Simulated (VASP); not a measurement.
# NaF (Pm-3m) in VASP: a series of runs

The runs below take NaF through single point, with r2SCAN.

Everything below comes from runs of VASP 6.6.1. Logs are shortened: lines on timing, memory, paths and dates and some standing lists are left out, and cuts for length are marked.

### 1 The cell of the first run

It takes space group Pm-3m (No. 221, cubic). Conventional cell: a = 2.848 Å, b = 2.848 Å, c = 2.848 Å, α = 90.00°, β = 90.00°, γ = 90.00°. Na (site symmetry m-3m) has 8 F at 2.47 Å and 6 Na at 2.85 Å within 3.3 Å. F (site symmetry m-3m) has 8 Na at 2.47 Å and 6 F at 2.85 Å within 3.3 Å.

### 2 Single point, r2SCAN (volume changed by +6%)

File POSCAR:

```
NaF
1.0
    2.8482733265      0.0000000000      0.0000000000
    0.0000000000      2.8482733265      0.0000000000
    0.0000000000      0.0000000000      2.8482733265
Na F
1 1
Direct
    0.0000000000      0.0000000000      0.0000000000
    0.5000000000      0.5000000000      0.5000000000
```

File INCAR.step1:

```
SYSTEM = NaF
PREC     = Accurate       ! precision mode
ENCUT    = 520            ! plane-wave cutoff, eV
ISMEAR   = 0              ! smearing method
SIGMA    = 0.01           ! smearing width, eV
LREAL    = .FALSE.        ! projectors in reciprocal space
LASPH    = .TRUE.         ! aspherical terms in the spheres
NELM     = 80             ! most SCF steps
NBANDS   = 14             ! bands
GGA      = PE             ! functional
ALGO     = Normal         ! electronic algorithm
EDIFF    = 1E-4           ! SCF threshold, eV
LWAVE    = .TRUE.         ! write WAVECAR
LCHARG   = .FALSE.        ! write CHGCAR
```

File INCAR.step2:

```
SYSTEM = NaF
PREC     = Accurate       ! precision mode
ENCUT    = 520            ! plane-wave cutoff, eV
EDIFF    = 1E-6           ! SCF threshold, eV
ISMEAR   = 0              ! smearing method
SIGMA    = 0.01           ! smearing width, eV
LREAL    = .FALSE.        ! projectors in reciprocal space
LASPH    = .TRUE.         ! aspherical terms in the spheres
NELM     = 80             ! most SCF steps
ALGO     = Normal         ! electronic algorithm
ISIF     = 2              ! what is computed and relaxed
LWAVE    = .FALSE.        ! write WAVECAR
LCHARG   = .FALSE.        ! write CHGCAR
METAGGA  = R2SCAN         ! meta-GGA
LMIXTAU  = .TRUE.       
NBANDS   = 14             ! bands
ISTART   = 1
```

File KPOINTS:

```
regular mesh
0
G
  8 8 8
  0 0 0
```

Potentials or basis: VASP PAW PBE potentials, release 64 (Na_pv, F).

Launch:

```sh
$ cat potpaw_PBE.64/Na_pv/POTCAR potpaw_PBE.64/F/POTCAR > POTCAR
$ cp INCAR.step1 INCAR
$ mpirun -np 1 vasp_std > vasp.out
$ cp INCAR.step2 INCAR
$ mpirun -np 1 vasp_std > vasp.out
```

OUTCAR:

```text
SYSTEM = NaF
   PREC = Accurate
   ENCUT = 520
   EDIFF = 1E-6
   ISMEAR = 0
   LREAL = .FALSE.
   LASPH = .TRUE.
   NELM = 80
   ISIF = 2
   METAGGA = R2SCAN
   ISTART = 1

 ion  position               nearest neighbor table
   1  0.000  0.000  0.000-
   2  0.500  0.500  0.500-

  LATTYP: Found a simple cubic cell.
 ALAT       =     2.8482733265

  Lattice vectors:

 A1 = (   2.8482733265,   0.0000000000,   0.0000000000)
 A2 = (   0.0000000000,   2.8482733265,   0.0000000000)
 A3 = (   0.0000000000,   0.0000000000,   2.8482733265)

Analysis of symmetry for initial positions (statically):
=====================================================================
 Subroutine PRICEL returns:
 Original cell was already a primitive cell.

 Routine SETGRP: Setting up the symmetry group for a
 simple cubic supercell.

 Subroutine GETGRP returns: Found 48 space group operations
 (whereof 48 operations were pure point group operations)
 out of a pool of 48 trial point group operations.

The static configuration has the point symmetry O_h .

Analysis of symmetry for dynamics (positions and initial velocities):
=====================================================================
 Subroutine PRICEL returns:
 Original cell was already a primitive cell.

 Routine SETGRP: Setting up the symmetry group for a
 simple cubic supercell.

 Subroutine GETGRP returns: Found 48 space group operations
 (whereof 48 operations were pure point group operations)
 out of a pool of 48 trial point group operations.

The dynamic configuration has the point symmetry O_h .

 Subroutine INISYM returns: Found 48 space group operations
 (whereof 48 operations are pure point group operations),
 and found     1 'primitive' translations

----------------------------------------------------------------------------------------

                                     Primitive cell

  volume of cell :      23.1071

  direct lattice vectors                    reciprocal lattice vectors
     2.848273327  0.000000000  0.000000000     0.351089901  0.000000000  0.000000000
     0.000000000  2.848273327  0.000000000     0.000000000  0.351089901  0.000000000
     0.000000000  0.000000000  2.848273327     0.000000000  0.000000000  0.351089901

  length of vectors
     2.848273327  2.848273327  2.848273327     0.351089901  0.351089901  0.351089901

  position of ions in fractional coordinates (direct lattice)
     0.000000000  0.000000000  0.000000000
     0.500000000  0.500000000  0.500000000

  ion indices of the primitive-cell ions
   primitive index   ion index
                 1           1
                 2           2

----------------------------------------------------------------------------------------

 KPOINTS: regular mesh

Automatic generation of k-mesh.
 Grid dimensions read from file:
 generate k-points for:    8    8    8

 Generating k-lattice:

  Cartesian coordinates                     Fractional coordinates (reciprocal lattice)
     0.043886238  0.000000000  0.000000000     0.125000000  0.000000000  0.000000000
     0.000000000  0.043886238  0.000000000     0.000000000  0.125000000  0.000000000
     0.000000000  0.000000000  0.043886238     0.000000000  0.000000000  0.125000000

  Length of vectors
     0.043886238  0.043886238  0.043886238

  Shift w.r.t. Gamma in fractional coordinates (k-lattice)
     0.000000000  0.000000000  0.000000000

 Subroutine IBZKPT returns following result:
 ===========================================

 Found     35 irreducible k-points:

 Following reciprocal coordinates:
            Coordinates               Weight
  0.000000  0.000000  0.000000      1.000000
  0.125000  0.000000  0.000000      6.000000
  0.250000  0.000000  0.000000      6.000000
  0.375000  0.000000  0.000000      6.000000
  0.500000  0.000000  0.000000      3.000000
  0.125000  0.125000  0.000000     12.000000
[... 16 lines left out ...]
  0.375000  0.375000  0.125000     24.000000
  0.500000  0.375000  0.125000     24.000000
 [... further k-points ...]
   k-points           NKPTS =     35   k-points in BZ     NKDIM =     35   number of bands    NBANDS=     14
   number of dos      NEDOS =    301   number of ions     NIONS =      2
   total plane-waves  NPLWV =  13824
   dimension x,y,z NGX =    24 NGY =   24 NGZ =   24
   dimension x,y,z NGXF=    48 NGYF=   48 NGZF=   48
   ions per type =               1   1
   NGX,Y,Z   is equivalent  to a cutoff of  14.01, 14.01, 14.01 a.u.
   NGXF,Y,Z  is equivalent  to a cutoff of  28.02, 28.02, 28.02 a.u.
 SYSTEM =  NaF
   PREC   = accura    normal or accurate (medium, high low for compatibility)
   ISTART =      1    job   : 0-new  1-cont  2-samecut
   ICHARG =      0    charge: 1-file 2-atom 10-const
   ISPIN  =      1    spin polarized calculation?
   LNONCOLLINEAR =      F non collinear calculations
   LSORBIT =      F    spin-orbit coupling
   LASPH  =      T    aspherical Exc in radial PAW
   ENCUT  =  520.0 eV  38.22 Ry    6.18 a.u.   5.30  5.30  5.30*2*pi/ulx,y,z
   NELM   =     80;   NELMIN=  2; NELMDL=  0     # of ELM steps
   EDIFF  = 0.1E-05   stopping-criterion for ELM
   LREAL  =      F    real-space projection
   EDIFFG = 0.1E-04   stopping-criterion for IOM
   NSW    =      0    number of steps for IOM
   IBRION =     -1    ionic relax: 0-MD 1-quasi-New 2-CG
   NFREE  =      0    steps in history (QN), initial steepest desc. (CG)
   ISIF   =      2    stress and relaxation
   ISYM   =      2    0-nonsym 1-usesym 2-fastsym
   POTIM  = 0.5000    time-step for ionic-motion
   TEBEG  =    0.0;   TEEND  =   0.0 temperature during run
   PSTRESS=    0.0 pullay stress
   NELECT =      14.0000    total number of electrons
   NUPDOWN=      -1.0000    fix difference up-down
   EMIN   =  10.00;   EMAX   =-10.00  energy-range for DOS
   EFERMI =   0.00;   METHOD = LEGACY
   ISMEAR =     0;   SIGMA  =   0.01  broadening in eV -4-tet -1-fermi 0-gaus
   EFERMI_NEDOS =   21; number of points for ismear=-14 and -15
   IALGO  =     38    algorithm
   IMIX   =      4    mixing-type and parameters
     AMIX     =   0.40;   BMIX     =  1.00
     AMIX_MAG =   1.60;   BMIX_MAG =  1.00
  volume/ion in A,a.u.               =      11.55        77.97
  Fermi-wavevector in a.u.,A,eV,Ry     =   1.385275  2.617789 26.109383  1.918986
  Thomas-Fermi vector in A             =   2.509700
   LORBIT       =      0    0 simple, 1 ext, 2 COOP (PROOUT), +10 PAW based schemes
   METAGGA = R2SCAN    functional components
   LHFCALC =     F    Hartree Fock is set to
   AEXX    =    0.0000 exact exchange contribution
   IVDW    =     0    specifies the selected vdW correction
   LEPSILON=     F    determine dielectric tensor
   LRPA    =     F    only Hartree local field effects (RPA)
 non-spin polarized calculation
 Gauss-broadening in eV      SIGMA  =   0.01
  energy-cutoff  :      520.00
  volume of cell :       23.11
 maximum number of plane-waves:       634
 NGX is ok and might be reduce to    24
   NGX = 11   NGY = 11   NGZ = 11

 number of electron      14.0000004 magnetization

 Free energy of the ion-electron system (eV)
  ---------------------------------------------------
  ext. energy  EPLUGINS =         0.00000000
  ---------------------------------------------------
  free energy    TOTEN  =       -12.29619529 eV

  energy without entropy =      -12.29619529  energy(sigma->0) =      -12.29619529

 E-fermi :  -1.3812     XC(G=0): -10.2644

 val. band max:       -1.5536439976   @ k =   0.5000   0.5000   0.0000
 cond. band min:       5.1743861868   @ k =   0.0000   0.0000   0.0000
 fundamental gap:      6.7280301844
 Fermi energy:        -1.3811996388

 k-point     1 :       0.0000    0.0000    0.0000
  band No.  band energies     occupation
      1     -22.4187      2.00000
      2     -22.3140      2.00000
      3     -22.3140      2.00000
      4     -22.3140      2.00000
      5      -1.8701      2.00000
      6      -1.8701      2.00000
      7      -1.8701      2.00000
      8       5.1744      0.00000
      9      14.6413      0.00000
     10      14.6413      0.00000
     11      23.1368      0.00000
     12      23.1368      0.00000
     13      23.1368      0.00000
     14      29.8966      0.00000

 k-point     2 :       0.1250    0.0000    0.0000
  band No.  band energies     occupation
      1     -22.6291      2.00000
      2     -22.3105      2.00000
      3     -22.3105      2.00000
      4     -22.0939      2.00000
      5      -2.2489      2.00000
      6      -1.8529      2.00000
      7      -1.8529      2.00000
      8       5.6732      0.00000
      9      14.4319      0.00000
     10      14.9283      0.00000
     11      23.0797      0.00000
     12      23.0797      0.00000
     13      23.5049      0.00000
     14      28.4709      0.00000

 k-point     3 :       0.2500    0.0000    0.0000
  band No.  band energies     occupation
      1     -22.8461      2.00000
      2     -22.3020      2.00000
      3     -22.3020      2.00000
      4     -21.8508      2.00000
      5      -3.0419      2.00000
      6      -1.8111      2.00000
      7      -1.8111      2.00000
      8       6.9059      0.00000
      9      13.6204      0.00000
     10      15.7832      0.00000
     11      22.9401      0.00000
     12      22.9401      0.00000
     13      24.9212      0.00000
     14      25.3374      0.00000
[... 324 lines left out ...]
 k-point    23 :       0.3750    0.3750    0.1250
  band No.  band energies     occupation
      1     -22.6399      2.00000
      2     -22.4743      2.00000
      3     -22.3075      2.00000
      4     -21.8226      2.00000
      5      -3.2295      2.00000
      6      -3.0957      2.00000
      7      -1.8651      2.00000
      8      10.7875      0.00000
      9      13.4431      0.00000
     10      14.2606      0.00000
     11      17.3864      0.00000
     12      20.8920      0.00000
     13      21.8096      0.00000
     14      27.7599      0.00000

 k-point    24 :       0.5000    0.3750    0.1250
  band No.  band energies     occupation
      1     -22.6025      2.00000
      2     -22.4715      2.00000
      3     -22.3031      2.00000
      4     -21.8645      2.00000
      5      -3.3754      2.00000
      6      -3.0773      2.00000
      7      -1.8346      2.00000
      8      11.3310      0.00000
      9      12.9834      0.00000
     10      14.5578      0.00000
     11      16.4774      0.00000
     12      21.3067      0.00000
     13      21.4128      0.00000
     14      28.0840      0.00000

 [... further k-points ...]

------------------------ aborting loop because EDIFF is reached ----------------------------------------

  FORCE on cell =-STRESS in cart. coord.  units (eV):
  Direction    XX          YY          ZZ          XY          YZ          ZX
  --------------------------------------------------------------------------------------
  -------------------------------------------------------------------------------------
  Total       -0.5491429     -0.5491429     -0.5491429      0.0000000      0.0000000     -0.0000000
  in kB      -38.0759715    -38.0759715    -38.0759715      0.0000000      0.0000000     -0.0000000
  external PRESSURE =     -38.0759715 kB  Pullay stress =       0.0000000 kB

 VOLUME and BASIS-vectors are now :
 -----------------------------------------------------------------------------
  energy-cutoff  :      520.00
  volume of cell :       23.11
      direct lattice vectors                 reciprocal lattice vectors
     2.848273327  0.000000000  0.000000000     0.351089901  0.000000000  0.000000000
     0.000000000  2.848273327  0.000000000     0.000000000  0.351089901  0.000000000
     0.000000000  0.000000000  2.848273327     0.000000000  0.000000000  0.351089901

 POSITION                                       TOTAL-FORCE (eV/Angst)
 -----------------------------------------------------------------------------------
      0.00000      0.00000      0.00000         0.000000      0.000000      0.000000
      1.42414      1.42414      1.42414         0.000000      0.000000      0.000000
 -----------------------------------------------------------------------------------
    total drift:                                0.000000      0.000000     -0.000000

  FREE ENERGIE OF THE ION-ELECTRON SYSTEM (eV)
  ---------------------------------------------------
  free  energy   TOTEN  =       -12.2961952918 eV

  energy  without entropy=      -12.2961952918  energy(sigma->0) =      -12.29619529
```

It took 20 s on 1 thread of Intel Xeon Platinum 8488C (Sapphire Rapids), shared host; peak memory 0.14 GiB.

What came out:

| Quantity | Value |
| --- | --- |
| Free energy | -12.2962 eV |
| Pressure | -3.8 GPa |
| Band gap on the k mesh | 6.73 eV, indirect (least direct gap 7.04 eV) |

Caveat: the cell differs from its parent crystal (volume changed by +6%); the PAW data sets were made with another functional, which shifts forces and pressure a little.

### 3 Single point, r2SCAN

This run uses another cell than the first one, of 10.90 Å³/atom, 0.943 times its volume.

File POSCAR:

```
NaF
1.0
    2.7934851974      0.0000000000      0.0000000000
    0.0000000000      2.7934851974      0.0000000000
    0.0000000000      0.0000000000      2.7934851974
Na F
1 1
Direct
    0.0000000000      0.0000000000      0.0000000000
    0.5000000000      0.5000000000      0.5000000000
```

File INCAR.step1:

```
PREC = Accurate
ENCUT = 520
ISMEAR = 0
SIGMA = 0.01
LREAL = F
LASPH = T
NELM = 60
NBANDS = 14
GGA = PE
ALGO = Normal
EDIFF = 1E-4
LWAVE = T
LCHARG = F
```

File INCAR.step2:

```
PREC = Accurate
ENCUT = 520
EDIFF = 1E-7
ISMEAR = 0
SIGMA = 0.01
LREAL = F
LASPH = T
NELM = 60
ALGO = Normal
ISIF = 2
LWAVE = F
LCHARG = F
METAGGA = R2SCAN
LMIXTAU = T
NBANDS = 14
ISTART = 1
```

File KPOINTS:

```
regular mesh
0
Gamma
  10 10 10
```

Potentials or basis: VASP PAW PBE potentials, release 64 (Na_pv, F).

Launch:

```sh
$ cat potpaw_PBE.64/Na_pv/POTCAR potpaw_PBE.64/F/POTCAR > POTCAR
$ cp INCAR.step1 INCAR
$ mpirun -np 1 vasp_std > vasp.out
$ cp INCAR.step2 INCAR
$ mpirun -np 1 vasp_std > vasp.out
```

It took 27 s on 1 thread of Intel Xeon Platinum 8488C (Sapphire Rapids), shared host; peak memory 0.14 GiB.

The run converged. Its results:

| Property | Result |
| --- | --- |
| Free energy | -12.3138 eV |
| Pressure | -0.9 GPa |
| Band gap on the k mesh | 7.11 eV, indirect (least direct gap 7.45 eV) |

Levels at points of the mesh, in eV from the valence-band top:
```tsv
k point	band 5	band 6	band 7	band 8	band 9	band 10
(0.00, 0.00, 0.00)	-0.34	-0.34	-0.34	7.11	16.47	16.47
(0.50, 0.00, 0.00)	-2.62	-0.22	-0.22	11.90	12.98	20.48
(0.50, 0.50, 0.00)	-1.89	-1.89	0.00	13.01	16.48	16.48
(0.50, 0.50, 0.50)	-1.69	-1.69	-1.69	15.52	15.52	15.52
```

Caveat: the PAW data sets were made with another functional, which shifts forces and pressure a little. A k mesh can miss the band edges.
